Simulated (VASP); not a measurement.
# Ti8HO16 (a cell with a defect) (Rutile) in VASP: notebook

The runs below take Ti8HO16 (a cell with a defect) (Rutile) through single point, with PBE.

All numbers are computed with VASP 6.6.1; they aren't measurements. Logs are shortened: lines on timing, memory, paths and dates and some standing lists are left out, and cuts for length are marked.

**1. The cell of the first run**

The cell holds a defect, 25 atoms: a = 6.567 Å, b = 6.567 Å, c = 7.530 Å, α = 115.85°, β = 115.85°, γ = 90.00°.

**2. Single point, PBE**

INCAR

```
PREC = Accurate
ENCUT = 520
EDIFF = 1E-7
ISMEAR = 0
SIGMA = 0.02
LREAL = Auto
LASPH = T
NELM = 80
ALGO = Normal
ISIF = 2
LWAVE = F
LCHARG = F
GGA = PE
NBANDS = 114
NELECT = 192.0
```

KPOINTS

```
regular mesh
0
Gamma
  3 3 3
```

POSCAR

```
Ti8HO16
1.0
   -4.6432750091     -4.6432750091      0.0000000000
   -4.6432750091      4.6432750091      0.0000000000
    4.6432750091      0.0000000000     -5.9277640437
Ti O H
8 16 1
Direct
    0.2786160889      0.2455256517      0.5096935333
    1.0083489333     -0.0075596637      0.0166106477
    0.7272204788      0.7726412216      0.4988369946
    0.4891323334      0.4986314476      0.0027646175
    0.1103405448      0.6099532094      0.2551543869
    0.8981589569      0.4003002267      0.7376582414
    0.6275024123      0.1366174237      0.2440911935
    0.3637636044      0.8678810636      0.7514809913
    0.4373595356      0.7454901109      0.4957253660
    0.1936960833      0.5031498626     -0.0001108344
    0.9437756579      0.2465266270      0.4933495967
    0.6898468387     -0.0031986936     -0.0011095246
    0.1188933748      0.9220392132      0.2496772795
    0.8730229699      0.6855981462      0.7474120035
    0.6204770270      0.4343019678      0.2537842244
    0.3703438005      0.1751162944      0.7488376675
    0.0491688460      0.7491245871      0.5004036898
    0.7968855252      0.4564439195     -0.0152592106
    0.5579639988      0.2496598390      0.4990812688
    0.2998061778     -0.0030087528     -0.0015430776
    0.1255609511      0.3150470355      0.2504092587
    0.8522509948      0.0866196262      0.7649100009
    0.6248272035      0.8170893456      0.2464286684
    0.3743920884      0.5656206928      0.7491143317
    0.7896294807      0.2411808114      0.8786360188
```

Potentials or basis: VASP PAW PBE potentials, release 64 (Ti_sv, O, H).

Command:

```console
$ cat potpaw_PBE.64/Ti_sv/POTCAR potpaw_PBE.64/O/POTCAR potpaw_PBE.64/H/POTCAR > POTCAR
$ mpirun -np 1 vasp_std > vasp.out
```

OUTCAR:

```text
PREC = Accurate
   ENCUT = 520
   EDIFF = 1E-7
   ISMEAR = 0
   LREAL = Auto
   LASPH = T
   NELM = 80
   ISIF = 2
   GGA = PE
   NELECT = 192.0

 ion  position               nearest neighbor table
   1  0.279  0.246  0.510-  19 1.87  16 1.90  24 1.94  13 2.01  21 2.02  11 2.15
   2  0.008  0.992  0.017-  13 1.85  21 1.94  14 1.96  20 1.98  12 2.04  22 2.09
   3  0.727  0.773  0.499-  23 1.88   9 1.90  22 1.98  14 2.03  15 2.03  17 2.12
   4  0.489  0.499  0.003-  10 1.93  23 1.94  15 1.94  24 1.97  16 1.98  18 2.09
   5  0.110  0.610  0.255-  17 1.89  21 1.92   9 1.97  18 1.99  10 2.06  13 2.07
   6  0.898  0.400  0.738-  11 1.83  14 1.85  10 1.90  19 2.04  18 2.13  22 2.19
   7  0.628  0.137  0.244-  12 1.90  15 1.93  11 1.94  20 1.99  19 1.99  23 2.11
   8  0.364  0.868  0.751-  20 1.91  17 1.94  24 1.98  12 1.98   9 2.01  16 2.03
   9  0.437  0.745  0.496-   3 1.90   5 1.97   8 2.01
  10  0.194  0.503  1.000-   6 1.90   4 1.93   5 2.06
  11  0.944  0.247  0.493-   6 1.83   7 1.94   1 2.15
  12  0.690  0.997  0.999-   7 1.90   8 1.98   2 2.04
  13  0.119  0.922  0.250-   2 1.85   1 2.01   5 2.07
  14  0.873  0.686  0.747-   6 1.85   2 1.96   3 2.03
  15  0.620  0.434  0.254-   7 1.93   4 1.94   3 2.03
  16  0.370  0.175  0.749-   1 1.90   4 1.98   8 2.03
  17  0.049  0.749  0.500-   5 1.89   8 1.94   3 2.12
  18  0.797  0.456  0.985-  25 1.27   5 1.99   4 2.09   6 2.13
  19  0.558  0.250  0.499-   1 1.87   7 1.99   6 2.04
  20  0.300  0.997  0.998-   8 1.91   2 1.98   7 1.99
  21  0.126  0.315  0.250-   5 1.92   2 1.94   1 2.02
  22  0.852  0.087  0.765-  25 1.22   3 1.98   2 2.09   6 2.19
  23  0.625  0.817  0.246-   3 1.88   4 1.94   7 2.11
  24  0.374  0.566  0.749-   1 1.94   4 1.97   8 1.98
  25  0.790  0.241  0.879-  22 1.22  18 1.27

  LATTYP: Found a body centered tetragonal cell.
 ALAT       =     6.5665824917
 C/A-ratio  =     1.8054335116

  Lattice vectors:

 A1 = (   0.0000000000,  -4.6432750091,   5.9277640437)
 A2 = (   0.0000000000,   4.6432750091,   5.9277640437)
 A3 = (  -4.6432750091,   0.0000000000,  -5.9277640437)

Analysis of symmetry for initial positions (statically):
=====================================================================
 Subroutine PRICEL returns:
 Original cell was already a primitive cell.

 Routine SETGRP: Setting up the symmetry group for a
 body centered tetragonal supercell.

 Subroutine GETGRP returns: Found  1 space group operations
 (whereof  1 operations were pure point group operations)
 out of a pool of 16 trial point group operations.

The static configuration has the point symmetry C_1 .

[... 154 lines left out ...]
   ISYM   =      2    0-nonsym 1-usesym 2-fastsym
   POTIM  = 0.5000    time-step for ionic-motion
   TEBEG  =    0.0;   TEEND  =   0.0 temperature during run
   PSTRESS=    0.0 pullay stress
   NELECT =     192.0000    total number of electrons
   NUPDOWN=      -1.0000    fix difference up-down
   EMIN   =  10.00;   EMAX   =-10.00  energy-range for DOS
   EFERMI =   0.00;   METHOD = LEGACY
   ISMEAR =     0;   SIGMA  =   0.02  broadening in eV -4-tet -1-fermi 0-gaus
   EFERMI_NEDOS =   21; number of points for ismear=-14 and -15
   IALGO  =     38    algorithm
   IMIX   =      4    mixing-type and parameters
     AMIX     =   0.40;   BMIX     =  1.00
     AMIX_MAG =   1.60;   BMIX_MAG =  1.00
  volume/ion in A,a.u.               =      10.22        69.00
  Fermi-wavevector in a.u.,A,eV,Ry     =   1.488168  2.812230 30.132066  2.214644
  Thomas-Fermi vector in A             =   2.601237
   LORBIT       =      0    0 simple, 1 ext, 2 COOP (PROOUT), +10 PAW based schemes
   GGA     = PE    functional components
   LHFCALC =     F    Hartree Fock is set to
   AEXX    =    0.0000 exact exchange contribution
   IVDW    =     0    specifies the selected vdW correction
   LEPSILON=     F    determine dielectric tensor
   LRPA    =     F    only Hartree local field effects (RPA)
 non-spin polarized calculation
 Gauss-broadening in eV      SIGMA  =   0.02
  energy-cutoff  :      520.00
  volume of cell :      255.61
 maximum number of plane-waves:      6906
 NGX is ok and might be reduce to    50
   NGX = 25   NGY = 25   NGZ = 27

 number of electron     192.0000000 magnetization

 Free energy of the ion-electron system (eV)
  ---------------------------------------------------
  ext. energy  EPLUGINS =         0.00000000
  ---------------------------------------------------
  free energy    TOTEN  =      -223.88390135 eV

  energy without entropy =     -223.88390135  energy(sigma->0) =     -223.88390135

 E-fermi :   4.8071     XC(G=0): -11.2782

 val. band max:        4.5618159628   @ k =   0.0000   0.0000   0.0000
 cond. band min:       6.5403753347   @ k =   0.0000   0.0000   0.0000
 fundamental gap:      1.9785593719
 Fermi energy:         4.8070666926

 k-point     1 :       0.0000    0.0000    0.0000
  band No.  band energies     occupation
      1     -52.3550      2.00000
      2     -52.3258      2.00000
      3     -52.2762      2.00000
      4     -52.2661      2.00000
      5     -52.2217      2.00000
      6     -52.2152      2.00000
[... 1543 lines left out ...]
    107       7.5721      0.00000
    108       7.6310      0.00000
 [bands above 108 left out]

------------------------ aborting loop because EDIFF is reached ----------------------------------------

  FORCE on cell =-STRESS in cart. coord.  units (eV):
  Direction    XX          YY          ZZ          XY          YZ          ZX
  --------------------------------------------------------------------------------------
  -------------------------------------------------------------------------------------
  Total       -5.5049299     -7.5549216     -4.6574076     -0.3649900      2.2736026     -1.8817181
  in kB      -34.5058443    -47.3555438    -29.1934293     -2.2878196     14.2513311    -11.7949316
  external PRESSURE =     -37.0182725 kB  Pullay stress =       0.0000000 kB

 VOLUME and BASIS-vectors are now :
 -----------------------------------------------------------------------------
  energy-cutoff  :      520.00
  volume of cell :      255.61
      direct lattice vectors                 reciprocal lattice vectors
    -4.643275009 -4.643275009  0.000000000    -0.107682616 -0.107682616 -0.084348836
    -4.643275009  4.643275009  0.000000000    -0.107682616  0.107682616 -0.084348836
     4.643275009  0.000000000 -5.927764044     0.000000000  0.000000000 -0.168697673

 POSITION                                       TOTAL-FORCE (eV/Angst)
 -----------------------------------------------------------------------------------
     -0.06709     -0.15365     -3.02134         0.022345      0.036129      0.030552
     -4.56981      4.56941     -0.09846        -0.018100      0.022937      0.040859
     -4.64803      0.21090     -2.95699        -0.023366     -0.045366     -0.051949
     -4.57362      0.04411     -0.01639        -0.012285     -0.023985      0.010289
     -2.15977      2.31984     -1.51250        -0.025021      0.019716      0.011203
     -2.60395     -2.31169     -4.37266         0.057522      0.021852     -0.019251
[... 17 lines left out ...]
     -0.88639      0.88793     -4.44057        -0.013604      0.015399      0.001805
     -0.70659     -2.54660     -5.20835         0.008743      0.011605     -0.004987
 -----------------------------------------------------------------------------------
    total drift:                               -0.000684     -0.011166     -0.022601

  FREE ENERGIE OF THE ION-ELECTRON SYSTEM (eV)
  ---------------------------------------------------
  free  energy   TOTEN  =      -223.8839013485 eV

  energy  without entropy=     -223.8839013485  energy(sigma->0) =     -223.88390135
```

stdout:

```text
POSCAR found type information on POSCAR TiO H
 POSCAR found :  3 types and      25 ions
 scaLAPACK will be used
 LDA part: xc-table for (Slater+PW92), standard interpolation
 POSCAR, INCAR and KPOINTS ok, starting setup
 FFT: planning ... GRIDC
 FFT: planning ... GRID_SOFT
 FFT: planning ... GRID
 WAVECAR not read
 entering main loop
 the old and the new charge density differ
 old charge density:   193.00000 new  192.00000
    0.619E+01
```

It took 24 min on 1 thread of AMD EPYC 7R43 (Zen 3), shared host; peak memory 0.47 GiB.

Results:

| Item | Value |
| --- | --- |
| Free energy | -223.8839 eV |
| Largest force | 0.090 eV/Å |

Forces in eV/Å, atoms in the order of the input:
```
Ti   0.022  0.036  0.031
Ti  -0.018  0.023  0.041
Ti  -0.023 -0.045 -0.052
Ti  -0.012 -0.024  0.010
Ti  -0.025  0.020  0.011
Ti   0.058  0.022 -0.019
Ti   0.035 -0.015 -0.007
Ti  -0.016 -0.023  0.002
O    0.010  0.006 -0.004
O   -0.005 -0.009 -0.027
O   -0.048 -0.064  0.041
O   -0.032 -0.023  0.020
O    0.046 -0.041 -0.034
O   -0.011  0.015  0.014
O    0.001  0.000 -0.010
O    0.021 -0.022 -0.015
O    0.043  0.046 -0.009
O    0.018  0.015  0.008
O   -0.015 -0.016 -0.004
O    0.020  0.020 -0.016
O   -0.001  0.003 -0.011
O   -0.008  0.006  0.002
O   -0.056  0.045  0.030
O   -0.014  0.015  0.002
H    0.009  0.012 -0.005
```

Levels at points of the mesh, in eV from the Fermi level:
```
           k point  band 92  band 93  band 94  band 95  band 96  band 97  band 98  band 99  band 100  band 101
(0.00, 0.00, 0.00)    -1.50    -0.99    -0.81    -0.80    -0.25     1.73     2.02     2.25      2.35      2.38
```

Caveat: the cell carries a net charge on a neutralising background, which shifts energy and pressure; the cell is charged against a uniform background, so pressure and absolute levels hang on convention.

**3. Single point, PBE**

INCAR

```
  PREC = Accurate
  ENCUT = 520
  EDIFF = 1E-6
  ISMEAR = 0
  SIGMA = 0.02
  LREAL = Auto
  LASPH = T
  NELM = 60
  ALGO = Normal
  ISIF = 2
  LWAVE = F
  LCHARG = F
  GGA = PE
  NELECT = 192.0
  NBANDS = 114
```

KPOINTS

```
Automatic mesh
0
Gamma
  3 3 3
```

POSCAR

```
Ti8HO16
1.0
    4.6432750182     -4.6432750182      0.0000000000
    4.6432750182      4.6432750182      0.0000000000
   -4.6432750182      0.0000000000      5.9277640358
Ti O H
8 16 1
Direct
    1.0086178666     -0.0090343253     -0.0053720087
    0.2471972407      0.2265521142      0.4843065585
    0.4804565657      0.5327054631      0.0151881889
    0.7490172324      0.7709840553      0.5050303929
    0.0983364577      0.6096684359      0.2395034606
    0.3696306681      0.8545924658      0.7361925970
    0.6327676913      0.1471867185      0.2440863016
    0.8914402261      0.3742731424      0.7437796062
    0.0054856921      0.3014052736      0.0017531062
    0.2571699581      0.5476336921      0.5018659619
    0.5028291651      0.8074314113      0.0015343053
    0.7563707541      0.0552292135      0.5004107758
    0.8168872655      0.6241470128      0.2509468985
    0.0738829596      0.8715143696      0.7507726308
    0.3250629105      0.1220566280      0.2503392495
    0.5819531929      0.3465917302      0.7659213445
    0.0008871225      0.6913607617      0.0009005082
    0.2500541412      0.9407885878      0.5011967383
    0.5104323577      0.1946515792     -0.0038977597
    0.7493758928      0.4453960521      0.5040730336
    0.4308929402      0.6294592531      0.2573592658
    0.6847098010      0.8768313093      0.7530809211
    0.9365417316      0.1235157995      0.2531787687
    0.1833836801      0.3770900612      0.7496757585
    0.5980819206      0.2385712318     -0.1681475501
```

Potentials or basis: VASP PAW PBE potentials, release 64 (Ti_sv, O, H).

Command:

```console
$ cat potpaw_PBE.64/Ti_sv/POTCAR potpaw_PBE.64/O/POTCAR potpaw_PBE.64/H/POTCAR > POTCAR
$ mpirun -np 1 vasp_std > vasp.out
```

Wall time 29 min (1 thread of AMD EPYC 7R13 (Zen 3), shared host); peak memory 0.48 GiB.

The run converged. Its results:

```yaml
Free_energy: -224.2925 eV
Largest_force: 0.640 eV/Å
```

Forces in eV/Å, atoms in the order of the input:
```
Ti  -0.013  0.024 -0.024
Ti  -0.054  0.140 -0.036
Ti  -0.024 -0.139  0.018
Ti   0.003 -0.026  0.008
Ti   0.044 -0.042  0.042
Ti   0.043  0.038  0.079
Ti  -0.121  0.103 -0.064
Ti   0.076 -0.025 -0.019
O   -0.033 -0.038 -0.001
O   -0.044 -0.047  0.015
O   -0.019 -0.040  0.022
O   -0.024 -0.010  0.059
O   -0.034 -0.011  0.019
O   -0.011 -0.035  0.001
O   -0.001 -0.051  0.008
O    0.080 -0.010 -0.002
O    0.011  0.015  0.024
O   -0.003  0.005  0.032
O   -0.206  0.138  0.113
O    0.019  0.053  0.032
O   -0.071  0.070  0.073
O   -0.018  0.066  0.059
O   -0.047  0.024 -0.021
O    0.003 -0.035 -0.005
H    0.443 -0.167 -0.431
```

Levels at points of the mesh, in eV from the Fermi level:
| k point | band 94 | band 95 | band 96 | band 97 | band 98 | band 99 |
| --- | --- | --- | --- | --- | --- | --- |
| (0.00, 0.00, 0.00) | -0.72 | -0.59 | -0.09 | 1.96 | 2.25 | 2.47 |

Caveat: the cell carries a net charge on a neutralising background, which shifts energy and pressure; the cell is charged against a uniform background, so pressure and absolute levels hang on convention.

(Continued in part 2 of 2.)
